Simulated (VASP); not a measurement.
# AlGa7As8 (P1) in VASP: a series of runs

The runs below take AlGa7As8 through relaxation of volume and atoms at fixed shape, single point, with PBEsol, HSE06.

Program: VASP 6.6.1. These are calculated values, not measurements. Logs are shortened: lines on timing, memory, paths and dates and some standing lists are left out, and cuts for length are marked.

**1. The cell of the first run**

The typed cell holds 64 atoms: a = 11.323 Å, b = 11.323 Å, c = 11.323 Å, α = 90.00°, β = 90.00°, γ = 90.00°.

**2. Relaxation of volume and atoms at fixed shape, PBEsol**

INCAR

```
SYSTEM = AlGa7As8
PREC = Accurate
ENCUT = 500
EDIFF = 1E-7
ISMEAR = -1
SIGMA = 0.05
LREAL = Auto
LASPH = .True.
NELM = 120
ALGO = Normal
ISIF = 8
LWAVE = .False.
LCHARG = .False.
GGA = PS
IBRION = 2
NSW = 100
EDIFFG = -0.03
ISYM = -1
GGA_COMPAT = .False.
NELMIN = 4
KPAR = 1
```

KPOINTS

```
explicit points
1
Reciprocal
  0.25000000   0.25000000   0.25000000 1
```

POSCAR

```
AlGa7As8
1.0
   11.3233840000      0.0000000000      0.0000000000
    0.0000000000     11.3233840000      0.0000000000
    0.0000000000      0.0000000000     11.3233840000
Ga Al As
28 4 32
Direct
    0.0005890000      0.9993380000      0.0002620000
    0.9982870000      0.0003320000      0.4994690000
    0.9978850000      0.4986100000      0.0015800000
    0.9963030000      0.4954200000      0.4969050000
    0.4995850000      0.0001330000      0.0001360000
    0.5041730000      0.9979780000      0.5019570000
    0.5010620000      0.5003110000      0.9978140000
    0.2489690000      0.2491980000      0.0024090000
    0.2489390000      0.2525020000      0.5025130000
    0.2475640000      0.7498990000      0.9988440000
    0.2504980000      0.7494680000      0.4990110000
    0.7531920000      0.2502800000      0.0019880000
    0.7509600000      0.2470150000      0.4980190000
    0.7526830000      0.7510780000      0.9976580000
    0.7514160000      0.7521430000      0.5010430000
    0.2500860000      0.0013040000      0.2480470000
    0.2490570000      0.0008800000      0.7496460000
    0.2487850000      0.5011770000      0.2516530000
    0.2500960000      0.4986750000      0.7469890000
    0.7516450000      0.0027980000      0.2498770000
    0.7490410000      0.9968800000      0.7516460000
    0.7481940000      0.4981450000      0.2487590000
    0.9998030000      0.7512810000      0.2491040000
    0.0011250000      0.7486500000      0.7527960000
    0.5016570000      0.2511020000      0.2505820000
    0.5011690000      0.2509310000      0.7497810000
    0.5014690000      0.7525190000      0.2507170000
    0.5014020000      0.7528030000      0.7468520000
    0.4990500000      0.4991010000      0.4956640000
    0.7494680000      0.4990330000      0.7493840000
    0.9988760000      0.2486140000      0.2495980000
    0.9972320000      0.2498310000      0.7504380000
    0.1249120000      0.1253630000      0.1262100000
    0.1225470000      0.1267090000      0.6258710000
    0.1237600000      0.6254440000      0.1247170000
    0.1229820000      0.6270100000      0.6249530000
    0.6257070000      0.1247140000      0.1251330000
    0.6267500000      0.1237130000      0.6251620000
    0.6233270000      0.6223590000      0.1235790000
    0.6290750000      0.6246140000      0.6218190000
    0.3760220000      0.3770820000      0.1232900000
    0.3734640000      0.3763150000      0.6255420000
    0.3749800000      0.8759780000      0.1257120000
    0.3748960000      0.8742320000      0.6268860000
    0.8778140000      0.3745750000      0.1265920000
    0.8767940000      0.3758330000      0.6253240000
    0.8778360000      0.8744290000      0.1282280000
    0.8750810000      0.8739020000      0.6243570000
    0.3757500000      0.1240950000      0.3748300000
    0.3756710000      0.1260880000      0.8733260000
    0.3756520000      0.6246530000      0.3754440000
    0.3755390000      0.6223900000      0.8758350000
    0.8740410000      0.1238270000      0.3743860000
    0.8734840000      0.1227080000      0.8745290000
    0.8714520000      0.6231900000      0.3728070000
    0.8758400000      0.6262980000      0.8769960000
    0.1204540000      0.3759040000      0.3750810000
    0.1256970000      0.3750710000      0.8731810000
    0.1263440000      0.8751940000      0.3761850000
    0.1257080000      0.8712820000      0.8748860000
    0.6277690000      0.3737980000      0.3764200000
    0.6256750000      0.3744740000      0.8740590000
    0.6271780000      0.8726660000      0.3757490000
    0.6262510000      0.8763390000      0.8776480000
```

Potentials or basis: VASP PAW PBE potentials, release 64 (Ga_d, Al, As).

On the command line:

```sh
$ cat potpaw_PBE.64/Ga_d/POTCAR potpaw_PBE.64/Al/POTCAR potpaw_PBE.64/As/POTCAR > POTCAR
$ mpirun -np 4 vasp_std > vasp.out
```

OUTCAR:

```text
SYSTEM = AlGa7As8
   PREC = Accurate
   ENCUT = 500
   EDIFF = 1E-7
   ISMEAR = -1
   LREAL = Auto
   LASPH = .True.
   NELM = 120
   ISIF = 8
   GGA = PS
   IBRION = 2
   NSW = 100
   EDIFFG = -0.03
   ISYM = -1
   NELMIN = 4

 ion  position               nearest neighbor table
   1  0.001  0.999  0.000-  47 2.46  54 2.46  33 2.46  60 2.47
   2  0.998  0.000  0.499-  53 2.44  48 2.45  59 2.46  34 2.46
   3  0.998  0.499  0.002-  45 2.41  56 2.45  35 2.46  58 2.48
   4  0.996  0.495  0.497-  57 2.39  46 2.40  55 2.46  36 2.53
   5  0.500  0.000  0.000-  64 2.44  43 2.45  37 2.46  50 2.46
   6  0.504  0.998  0.502-  38 2.43  63 2.45  44 2.47  49 2.50
[... 56 lines left out ...]
  63  0.627  0.873  0.376-  15 2.42  27 2.43   6 2.45  20 2.49
  64  0.626  0.876  0.878-  21 2.41  14 2.43   5 2.44  28 2.48

IMPORTANT INFORMATION: All symmetrisations will be switched off!
NOSYMM: (Re-)initialisation of all symmetry stuff for point group C_1.

----------------------------------------------------------------------------------------

                                     Primitive cell

  volume of cell :    1451.8733

  direct lattice vectors                    reciprocal lattice vectors
    11.323384000  0.000000000  0.000000000     0.088312822  0.000000000  0.000000000
     0.000000000 11.323384000  0.000000000     0.000000000  0.088312822  0.000000000
     0.000000000  0.000000000 11.323384000     0.000000000  0.000000000  0.088312822

  length of vectors
    11.323384000 11.323384000 11.323384000     0.088312822  0.088312822  0.088312822

  position of ions in fractional coordinates (direct lattice)
     0.000589000  0.999338000  0.000262000
     0.998287000  0.000332000  0.499469000
     0.997885000  0.498610000  0.001580000
     0.996303000  0.495420000  0.496905000
     0.499585000  0.000133000  0.000136000
     0.504173000  0.997978000  0.501957000
[... 56 lines left out ...]
     0.627178000  0.872666000  0.375749000
     0.626251000  0.876339000  0.877648000

  ion indices of the primitive-cell ions
   primitive index   ion index
                 1           1
                 2           2
                 3           3
                 4           4
                 5           5
                 6           6
[... 56 lines left out ...]
                63          63
                64          64

[... 45 lines left out ...]
   EFERMI_NEDOS =   21; number of points for ismear=-14 and -15
   IALGO  =     38    algorithm
   IMIX   =      4    mixing-type and parameters
     AMIX     =   0.40;   BMIX     =  1.00
     AMIX_MAG =   1.60;   BMIX_MAG =  1.00
  volume/ion in A,a.u.               =      22.69       153.09
  Fermi-wavevector in a.u.,A,eV,Ry     =   1.174411  2.219315 18.765723  1.379242
  Thomas-Fermi vector in A             =   2.310809
   LORBIT       =      0    0 simple, 1 ext, 2 COOP (PROOUT), +10 PAW based schemes
   GGA     = PS    functional components
   LHFCALC =     F    Hartree Fock is set to
   AEXX    =    0.0000 exact exchange contribution
   IVDW    =     0    specifies the selected vdW correction
   LEPSILON=     F    determine dielectric tensor
   LRPA    =     F    only Hartree local field effects (RPA)
 conjugate gradient relaxation of ions
 non-spin polarized calculation
  energy-cutoff  :      500.00
  volume of cell :     1451.87
 maximum number of plane-waves:     36903
 NGX is ok and might be reduce to    84
   NGX = 41   NGY = 41   NGZ = 41

--------------------------------------- Ionic step        1  -------------------------------------------

 number of electron     536.0000073 magnetization

 Free energy of the ion-electron system (eV)
  ---------------------------------------------------
  ext. energy  EPLUGINS =         0.00000000
  ---------------------------------------------------
  free energy    TOTEN  =      -294.33263452 eV

  energy without entropy =     -294.33262923  energy(sigma->0) =     -294.33263188

------------------------ aborting loop because EDIFF is reached ----------------------------------------

  FORCE on cell =-STRESS in cart. coord.  units (eV):
  Direction    XX          YY          ZZ          XY          YZ          ZX
  --------------------------------------------------------------------------------------
  -------------------------------------------------------------------------------------
  Total        2.0798883      2.0484961      2.0021210     -8.2550941     -7.8716021     -6.5413637
  in kB        2.2952071      2.2605651      2.2093891     -9.1096965     -8.6865037     -7.2185533
  external PRESSURE =       2.2550538 kB  Pullay stress =       0.0000000 kB
[... 275 lines left out ...]
  FREE ENERGIE OF THE ION-ELECTRON SYSTEM (eV)
  ---------------------------------------------------
  free  energy   TOTEN  =      -294.6283956916 eV

  energy  without entropy=     -294.6283900961  energy(sigma->0) =     -294.62839289

[... ionic steps 4 to 7 ...]

--------------------------------------- Ionic step        8  -------------------------------------------

 number of electron     536.0000482 magnetization

------------------------ aborting loop because EDIFF is reached ----------------------------------------
[... 191 lines left out ...]
--------------------------------------- Ionic step       10  -------------------------------------------

 number of electron     536.0000510 magnetization

 Free energy of the ion-electron system (eV)
  ---------------------------------------------------
  ext. energy  EPLUGINS =         0.00000000
  ---------------------------------------------------
  free energy    TOTEN  =      -294.66732897 eV

  energy without entropy =     -294.66732411  energy(sigma->0) =     -294.66732654

 E-fermi :   4.2292     XC(G=0):  -9.6744

 val. band max:        3.5297210159   @ k =   0.2500   0.2500   0.2500
 cond. band min:       4.8948368342   @ k =   0.2500   0.2500   0.2500
 fundamental gap:      1.3651158183
 Fermi energy:         4.2292392736

 k-point     1 :       0.2500    0.2500    0.2500
  band No.  band energies     occupation
      1     -11.0635      2.00000
      2     -11.0625      2.00000
      3     -11.0618      2.00000
      4     -11.0580      2.00000
      5     -11.0565      2.00000
      6     -11.0555      2.00000
[... 272 lines left out ...]
    279       5.8623      0.00000
    280       6.0388      0.00000
 [bands above 280 left out]

------------------------ aborting loop because EDIFF is reached ----------------------------------------

  FORCE on cell =-STRESS in cart. coord.  units (eV):
  Direction    XX          YY          ZZ          XY          YZ          ZX
  --------------------------------------------------------------------------------------
  -------------------------------------------------------------------------------------
  Total        0.2065660      0.1863279      0.1826247     -6.9658724     -6.9923658     -6.9979922
  in kB        0.2274834      0.2051960      0.2011178     -7.6712571     -7.7004333     -7.7066294
  external PRESSURE =       0.2112657 kB  Pullay stress =       0.0000000 kB
[... 79 lines left out ...]
  FREE ENERGIE OF THE ION-ELECTRON SYSTEM (eV)
  ---------------------------------------------------
  free  energy   TOTEN  =      -294.6673289666 eV

  energy  without entropy=     -294.6673241135  energy(sigma->0) =     -294.66732654

 reached required accuracy - stopping structural energy minimisation
```

Run time: 22 min. Hardware: 4 MPI ranks of AMD EPYC 9R45 (Zen 5), shared host; peak memory 0.53 GiB.

Results:

| Property | Result |
| --- | --- |
| Free energy | -294.6673 eV |
| Relaxed volume | 22.73 Å³/atom |
| Relaxed cell | a = 11.331 Å, b = 11.331 Å, c = 11.331 Å, α = 90.00°, β = 90.00°, γ = 90.00° |
| Space group after relaxing (to 0.1 Å) | P1 (No. 1) |
| Energy gained by relaxing | 5.2 meV/atom |
| Ionic steps | 10 |
| Pressure after relaxing | 0.0 GPa |
| Largest force after relaxing | 0.024 eV/Å |
| Band gap on the k mesh | 1.37 eV |

Forces in eV/Å, atoms in the order of the input:
```
Ga  -0.005  0.018  0.002
Ga  -0.005  0.003 -0.005
Ga   0.000  0.002  0.001
Ga   0.018  0.010  0.008
Ga   0.011 -0.005  0.004
Ga   0.005  0.011 -0.005
Ga  -0.001  0.004  0.012
Ga  -0.006 -0.006 -0.003
Ga   0.001 -0.009 -0.002
Ga   0.000  0.011 -0.002
Ga  -0.009  0.003 -0.004
Ga  -0.008  0.000 -0.007
Ga   0.003  0.013 -0.002
Ga  -0.010 -0.006 -0.001
Ga  -0.002 -0.001  0.000
Ga  -0.010 -0.004 -0.005
Ga   0.002 -0.001  0.000
Ga   0.001 -0.004 -0.005
Ga   0.006 -0.005  0.016
Ga   0.003  0.002  0.012
Ga   0.008  0.017 -0.005
Ga   0.018  0.005  0.014
Ga  -0.014 -0.002 -0.003
Ga  -0.005  0.005 -0.010
Ga   0.007 -0.004 -0.005
Ga   0.002 -0.008  0.003
Ga   0.002 -0.007 -0.001
Ga  -0.012 -0.005  0.008
Al   0.005  0.003  0.005
Al  -0.003 -0.005 -0.006
Al  -0.008  0.002 -0.009
Al   0.002 -0.008 -0.015
As  -0.013  0.001  0.000
As   0.005 -0.004  0.003
As   0.002 -0.006 -0.003
As   0.005  0.002  0.005
As   0.009 -0.011  0.002
As   0.007  0.006 -0.008
As   0.016  0.003  0.011
As  -0.010 -0.006  0.006
As  -0.007  0.003  0.007
As   0.005  0.001  0.003
As   0.004 -0.001 -0.010
As   0.001 -0.009  0.004
As   0.006 -0.001 -0.001
As  -0.003 -0.006 -0.008
As   0.000 -0.005 -0.002
As  -0.011  0.004 -0.010
As   0.002  0.001 -0.003
As   0.003 -0.010  0.000
As   0.000 -0.011  0.011
As   0.000  0.008  0.010
As  -0.005  0.011  0.002
As   0.006  0.009  0.005
As   0.010  0.005  0.009
As  -0.003 -0.002 -0.007
As  -0.003 -0.008 -0.015
As  -0.014 -0.005  0.000
As  -0.010 -0.011 -0.003
As  -0.004 -0.001  0.008
As   0.003  0.012  0.006
As  -0.002 -0.001  0.001
As   0.000  0.002 -0.002
As   0.006  0.002 -0.012
```

Stress tensor (GPa, compression positive):
```
 0.02 -0.77 -0.77
-0.77  0.02 -0.77
-0.77 -0.77  0.02
```

The path:
```
step  energy change (eV)  largest force (eV/Å)  pressure (GPa)  volume (Å³)
   1              0.0000                0.8046            0.23      1451.87
   2             -0.2815                0.2291           -0.16      1458.59
   3             -0.2958                0.1812           -0.25      1460.50
   4             -0.3168                0.0906            0.10      1452.94
   5             -0.3174                0.0886            0.18      1451.29
   6             -0.3265                0.0680            0.03      1454.43
   7             -0.3275                0.0692           -0.03      1455.83
   8             -0.3314                0.0374           -0.03      1455.78
   9             -0.3331                0.0419           -0.02      1455.71
  10             -0.3347                0.0235            0.02      1454.85
```

Final structure:
```
Ga Al As
1.0
    11.33113    0.00000    0.00000
     0.00000   11.33113    0.00000
     0.00000    0.00000   11.33113
Ga Al As
28 4 32
Direct
  0.00102 0.99897 0.00007
  0.00056 0.99919 0.50057
  0.00046 0.50010 0.00004
  0.99948 0.49967 0.49902
  0.49975 0.00036 0.99972
  0.50032 0.99966 0.50008
  0.49978 0.49965 0.99917
  0.25069 0.25067 0.00008
  0.25014 0.25024 0.50043
  0.25070 0.74951 0.99992
  0.25034 0.75000 0.50027
  0.75017 0.24969 0.00048
  0.75031 0.24892 0.50020
  0.75090 0.75006 0.00057
  0.75095 0.75025 0.49981
  0.25078 0.00018 0.25031
  0.25017 0.00018 0.74997
  0.24982 0.50059 0.25002
  0.24948 0.50001 0.74935
  0.74970 0.99994 0.24989
  0.74973 0.99879 0.75076
  0.74915 0.49966 0.24897
  0.00065 0.74998 0.25043
  0.00058 0.74925 0.75051
  0.49987 0.24999 0.25006
  0.50009 0.24990 0.75004
  0.50029 0.75043 0.24956
  0.50040 0.75022 0.74984
  0.49978 0.49992 0.49890
  0.74950 0.50019 0.74953
  0.00004 0.24899 0.24984
  0.99936 0.24939 0.75023
  0.12613 0.12468 0.12463
  0.12519 0.12493 0.62499
  0.12497 0.62506 0.12479
  0.12444 0.62454 0.62408
  0.62448 0.12501 0.12503
  0.62507 0.12427 0.62552
  0.62438 0.62489 0.12417
  0.62488 0.62550 0.62410
  0.37516 0.37546 0.12525
  0.37520 0.37503 0.62514
  0.37519 0.87520 0.12483
  0.37514 0.87515 0.62520
  0.87529 0.37514 0.12488
  0.87506 0.37508 0.62489
  0.87552 0.87498 0.12556
  0.87559 0.87439 0.62569
  0.37532 0.12513 0.37552
  0.37496 0.12535 0.87472
  0.37494 0.62572 0.37421
  0.37495 0.62457 0.87394
  0.87522 0.12379 0.37550
  0.87482 0.12383 0.87576
  0.87452 0.62454 0.37396
  0.87506 0.62450 0.87511
  0.12511 0.37469 0.37468
  0.12501 0.37481 0.87477
  0.12561 0.87503 0.37515
  0.12567 0.87434 0.87459
  0.62558 0.37406 0.37480
  0.62525 0.37438 0.87515
  0.62532 0.87472 0.37488
  0.62474 0.87437 0.87576
```

Caveat: the PAW data sets were made with another functional, which shifts forces and pressure a little; a shifted mesh leaves out Γ, where band edges can lie. A k mesh can miss the band edges.

[end of part 1 of 2]
